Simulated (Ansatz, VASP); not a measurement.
# Two plane-wave programs on Al

File POSCAR:

```
Al
1.0
    0.0000000000      2.0514502267      2.0514502267
    2.0514502267      0.0000000000      2.0514502267
    2.0514502267      2.0514502267      0.0000000000
Al
1
Direct
    0.0000000000      0.0000000000      0.0000000000
```

The input INCAR.step1:

```
SYSTEM = Al
PREC = Accurate ; ENCUT = 520
EDIFF = 1E-5 ; ISMEAR = -1
SIGMA = 0.05 ; LREAL = .False.
LASPH = .True. ; NELM = 80
ALGO = Normal ; ISIF = 2
LWAVE = .True. ; LCHARG = .False.
NBANDS = 8 ; GGA = PE
```

INCAR.step2

```
SYSTEM = Al
PREC = Accurate ; ENCUT = 520
EDIFF = 1E-7 ; ISMEAR = -1
SIGMA = 0.05 ; LREAL = .False.
LASPH = .True. ; NELM = 80
ALGO = Normal ; ISIF = 2
LWAVE = .False. ; LCHARG = .False.
GGA = PE ; LHFCALC = .True.
HFSCREEN = 0.2079 ; PRECFOCK = Normal
NBANDS = 8 ; ISTART = 1
```

Contents of KPOINTS:

```
Automatic mesh
0
Gamma
  6 6 6
  0 0 0
```

File input.yaml:

```yaml
crystal:
  lattice:
    - [0.0, 2.0514502267, 2.0514502267]
    - [2.0514502267, 0.0, 2.0514502267]
    - [2.0514502267, 2.0514502267, 0.0]
  atoms:
    - { symbol: Al, position: [0.0, 0.0, 0.0] }
hamiltonian:
  xc: hse06
  pseudopotentials: { kind: paw }
kpoints:
  mp_grid: { grid: [6, 6, 6] }
scf:
  occupations: { method: fermi_dirac, width: 0.05 }
output:
  forces: true
  stress: true
  eigenvalues: true
```

Alike in both runs: task single point; functional HSE06; k mesh 6 × 6 × 6; occupations fermi-dirac, width 0.05 eV; no spin polarisation.

```csv
,VASP,Ansatz
version,VASP 6.6.1,Ansatz 0.2.0
potentials or method,"VASP PAW PBE potentials, release 64 (Al)",Ansatz PAW
plane-wave cutoff (eV),520,420
valence electrons in the cell,3,3
```

```tsv
	VASP	Ansatz	Ansatz less VASP
gap on the k mesh at the Fermi level (eV)	none	none	-
pressure (GPa)	-3.7	-3.7	-0.06
```

A gap of «none» marks a metal or a gap that the smearing closes.

The k mesh is coarse, so the values compare programs but aren't converged.
